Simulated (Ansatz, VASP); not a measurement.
One calculation of Sn3GeCl, two programs

INCAR

```
SYSTEM = Sn3GeCl
PREC     = Accurate       ! precision mode
ENCUT    = 600            ! plane-wave cutoff, eV
EDIFF    = 1E-7           ! SCF threshold, eV
ISMEAR   = 0              ! smearing method
SIGMA    = 0.1            ! smearing width, eV
LREAL    = .FALSE.        ! projectors in reciprocal space
LASPH    = .TRUE.         ! aspherical terms in the spheres
NELM     = 100            ! most SCF steps
ALGO     = Normal         ! electronic algorithm
ISIF     = 3              ! what is computed and relaxed
LWAVE    = .FALSE.        ! write WAVECAR
LCHARG   = .FALSE.        ! write CHGCAR
GGA      = PE             ! functional
IBRION   = 2              ! ionic algorithm
NSW      = 100            ! ionic steps
EDIFFG   = -0.01          ! ionic threshold
```

Contents of KPOINTS:

```
regular mesh
0
G
  8 8 8
  0 0 0
```

POSCAR

```
Sn3GeCl
1.0
    5.4767712026      0.0000000000      0.0000000000
    0.0000000000      5.4767712026      0.0000000000
    0.0000000000      0.0000000000      5.4767712026
Sn Ge Cl
3 1 1
Direct
    0.5000000000      0.0000000000      0.0000000000
    0.0000000000      0.5000000000      0.0000000000
    0.0000000000      0.0000000000      0.5000000000
    0.0000000000      0.0000000000      0.0000000000
    0.5000000000      0.5000000000      0.5000000000
```

Input for Ansatz:

```yaml
crystal:
  lattice:
    - [5.4767712026, 0.0, 0.0]
    - [0.0, 5.4767712026, 0.0]
    - [0.0, 0.0, 5.4767712026]
  atoms:
    - { symbol: Sn, position: [0.5, 0.0, 0.0] }
    - { symbol: Sn, position: [0.0, 0.5, 0.0] }
    - { symbol: Sn, position: [0.0, 0.0, 0.5] }
    - { symbol: Ge, position: [0.0, 0.0, 0.0] }
    - { symbol: Cl, position: [0.5, 0.5, 0.5] }
basis:
  ecutwfc: 420
kpoints:
  mp_grid: { grid: [8, 8, 8] }
hamiltonian:
  xc: pbe
scf:
  occupations: { method: gaussian, width: 0.1 }
output:
  forces: true
  stress: true
  eigenvalues: true
  write_density: true
  write_potential: true
  elf: true
  volumetric_format: npy
relax:
  adjacent_minimum: "off"
  f_tol: 0.01
  max_steps: 80
  cell: { stress_tol: 0.05 }
```

Change from the starting cell: species swapped into the KMgF3 type (Pm-3m, No. 221).

Alike in both runs: task relaxation of cell and atoms; functional PBE; k mesh 8 × 8 × 8; occupations gaussian, width 0.1 eV; no spin polarisation.

```csv
,VASP,Ansatz
version,VASP 6.6.1,Ansatz 0.2.0
potentials or method,"VASP PAW PBE potentials, release 64 (Sn_d, Ge_d, Cl), cutoff 600 eV","scalar-relativistic, plane waves, PAW"
valence electrons in the cell,63,63
```

|  | VASP | Ansatz | Ansatz less VASP |
| --- | --- | --- | --- |
| gap on the k mesh at the Fermi level, each at its own relaxed structure (eV) | none | none | - |
| relaxed volume (Å³/atom) | 32.94 | 32.94 | -0.003 |
| relaxed cell length with the largest relative difference (Å) | 5.482 | 5.481 | -0.0002 |

A gap of «none» marks a metal or a gap that the smearing closes.
